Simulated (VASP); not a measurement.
Input of a VASP 6.6.1 run:

File INCAR:

```
SYSTEM = HCl4
PREC = Accurate
ENCUT = 520
EDIFF = 1E-7
ISMEAR = 0
SIGMA = 0.1
LREAL = .False.
LASPH = .True.
NELM = 100
ALGO = Normal
ISIF = 2
LWAVE = .False.
LCHARG = .False.
GGA = PE
IVDW = 12
NBANDS = 22
```

The input KPOINTS:

```
regular mesh
0
Gamma
  10 10 10
  0 0 0
```

The input POSCAR:

```
HCl4
1.0
   -2.8615936863      2.8615936863      2.8615936863
    2.8615936863     -2.8615936863      2.8615936863
    2.8615936863      2.8615936863     -2.8615936863
H Cl
1 4
Direct
    0.0000000000      0.0000000000      0.0000000000
    0.0000000000      0.0000000000      0.5000000000
    0.5000000000      0.0000000000      0.0000000000
    0.0000000000      0.5000000000      0.0000000000
    0.5000000000      0.5000000000      0.5000000000
```

Potentials or basis: VASP PAW PBE potentials, release 64 (H, Cl).

The run is started by

```bash
$ cat potpaw_PBE.64/H/POTCAR potpaw_PBE.64/Cl/POTCAR > POTCAR
$ mpirun -np 1 vasp_std > vasp.out
```

Question: What does it give for the dispersion energy per atom?

Answer: -0.185 eV.

Question: What does it give for the pressure?

Answer: -0.1 GPa.

Caveat: an odd number of electrons without spin polarisation forces a metal; a magnetic or distorted state may lie lower; pairwise dispersion overbinds metals, which lowers pressure and volume.
